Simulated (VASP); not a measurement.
Set up this calculation in VASP 6.6.1, as the native input.

| Item | Value |
| --- | --- |
| Task | single point |
| Functional | PBE |
| Potentials or basis | VASP PAW PBE potentials, release 64 (Ga_d) |
| Cutoff | 520 eV |
| k mesh | 21 × 21 × 21 |
| Occupations | fermi-dirac, width 0.05 eV |
| Spin | no spin polarisation |
| Dipole correction | no |
| Further INCAR settings | ALGO = Normal; EDIFF = 1e-06; NBANDS = 12 |

The structure of Ga lies in POSCAR:

```
Ga
1.0
   -1.6865655406      1.6865655406      1.6865655406
    1.6865655406     -1.6865655406      1.6865655406
    1.6865655406      1.6865655406     -1.6865655406
Ga
1
Direct
    0.0000000000      0.0000000000      0.0000000000
```

These files were run (other wordings do the same):

INCAR

```
ALGO     = Normal         # electronic algorithm
EDIFF    = 1E-6           # SCF threshold, eV
ENCUT    = 520            # plane-wave cutoff, eV
GGA      = PE             # functional
ISIF     = 2              # what is computed and relaxed
ISMEAR   = -1             # smearing method
LASPH    = T              # aspherical terms in the spheres
LCHARG   = T              # write CHGCAR
LELF     = T              # ELF
LREAL    = F              # projectors in reciprocal space
LVHAR    = T            
LWAVE    = F              # write WAVECAR
NBANDS   = 12             # bands
NELM     = 60             # most SCF steps
PREC     = Accurate       # precision mode
SIGMA    = 0.05           # smearing width, eV
```

KPOINTS

```
k-points
0
Gamma
  21 21 21
```

Potentials or basis: VASP PAW PBE potentials, release 64 (Ga_d).

Launch:

```sh
$ cat potpaw_PBE.64/Ga_d/POTCAR > POTCAR
$ mpirun -np 1 vasp_std > vasp.out
```

It gave:

```
Pressure : 0.1 GPa
```

Wall time 31 s on 1 thread of Intel(R) Xeon(R) Platinum 8259CL CPU @ 2.50GHz (Skylake/Cascade Lake) (shared host), peak memory 0.19 GiB.
